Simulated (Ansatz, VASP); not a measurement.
**Si: VASP beside Ansatz**

INCAR

```
PREC     = Accurate       # precision mode
ENCUT    = 520            # plane-wave cutoff, eV
EDIFF    = 1E-8           # SCF threshold, eV
ISMEAR   = -1             # smearing method
SIGMA    = 0.05           # smearing width, eV
LREAL    = F              # projectors in reciprocal space
LASPH    = T              # aspherical terms in the spheres
NELM     = 100            # most SCF steps
ALGO     = Normal         # electronic algorithm
ISIF     = 2              # what is computed and relaxed
LWAVE    = F              # write WAVECAR
LCHARG   = F              # write CHGCAR
LEFG     = T            
NBANDS   = 11             # bands
```

File KPOINTS:

```
regular mesh
0
Gamma
  16 16 16
```

Contents of POSCAR:

```
Si
1.0
   -2.2050483307      2.3201496985      1.2489722886
    2.2050483307     -2.3201496985      1.2489722886
    2.2050483307      2.3201496985     -1.2489722886
Si
2
Direct
    0.8070000000      0.5570000000      0.2500000000
    0.1930000000      0.4430000000      0.7500000000
```

Input for Ansatz:

```yaml
crystal:
  lattice:
    - [-2.2050483307, 2.3201496985, 1.2489722886]
    - [2.2050483307, -2.3201496985, 1.2489722886]
    - [2.2050483307, 2.3201496985, -1.2489722886]
  atoms:
    - { symbol: Si, position: [0.807, 0.557, 0.25] }
    - { symbol: Si, position: [0.193, 0.443, 0.75] }
kpoints:
  mp_grid: { grid: [16, 16, 16] }
scf:
  occupations: { method: fermi_dirac, width: 0.05 }
hamiltonian:
  xc: lda
  pseudopotentials: { kind: paw }
output:
  forces: true
  stress: true
  eigenvalues: true
  efg: { contact_densities: true }
  write_density: true
  write_potential: true
  elf: true
  volumetric_format: npy
```

Change from the starting cell: volume scaled by 0.94, PAW files.

Alike in both runs: task electric field gradients; functional LDA; k mesh 16 × 16 × 16; occupations fermi-dirac, width 0.05 eV; no spin polarisation.

|  | VASP | Ansatz |
| --- | --- | --- |
| version | VASP 6.6.1 | Ansatz 0.2.0 |
| potentials or method | VASP PAW LDA potentials, release 64 (Si) | PAW with Ansatz's default frozen-core files, scalar-relativistic |
| plane-wave cutoff (eV) | 520 | 420 |
| valence electrons in the cell | 8 | 8 |

```csv
,VASP,Ansatz,Ansatz less VASP
pressure (GPa),22.4,22.3,-0.17
"traceless stress, the component that is largest in VASP (GPa)",2.72,2.69,-0.031
rms of the force components (eV/Å),0.026,0.027,+0.0006
size of Vzz on the site where it differs most (V/Å²),28.2,27.4,-0.79
```

LDA's correlation is that of Perdew and Zunger in VASP and of Perdew and Wang (1992) in Ansatz. Atom by atom the forces differ by 0.001 eV/Å (rms over components).
